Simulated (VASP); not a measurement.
A run of VASP 6.6.1:

Contents of INCAR:

```
  ALGO = Normal
  EDIFF = 1E-7
  EDIFFG = -0.05
  ENCUT = 600
  GGA = PE
  IBRION = 2
  ISIF = 3
  ISMEAR = 0
  ISPIN = 2
  LASPH = T
  LCHARG = F
  LMAXMIX = 4
  LORBIT = 11
  LREAL = F
  LWAVE = F
  MAGMOM = 4.54 0.2
  NELM = 150
  NSW = 80
  PREC = Accurate
  SIGMA = 0.1
```

File KPOINTS:

```
k-points
0
Gamma
  8 8 8
```

POSCAR

```
MnO
1.0
    0.0000000000      2.5185368360      2.5185368360
    2.5185368360      0.0000000000      2.5185368360
    2.5185368360      2.5185368360      0.0000000000
Mn O
1 1
Direct
    0.0000000000      0.0000000000      0.0000000000
    0.7500000000      0.7500000000      0.7500000000
```

Potentials or basis: VASP PAW PBE potentials, release 64 (Mn_pv, O).

Launch:

```bash
$ cat potpaw_PBE.64/Mn_pv/POTCAR potpaw_PBE.64/O/POTCAR > POTCAR
$ mpirun -np 1 vasp_std > vasp.out
```

Hardware: 1 thread of Intel(R) Xeon(R) Platinum 8259CL CPU @ 2.50GHz (Skylake/Cascade Lake), with other jobs on the host.

Question: How long does it take, and how much memory?

Answer: Wall time 94 s on 1 thread of Intel(R) Xeon(R) Platinum 8259CL CPU @ 2.50GHz (Skylake/Cascade Lake), with other jobs on the host, peak memory 0.19 GiB. Counts: scf iterations 43, k points 29, ion steps 3.
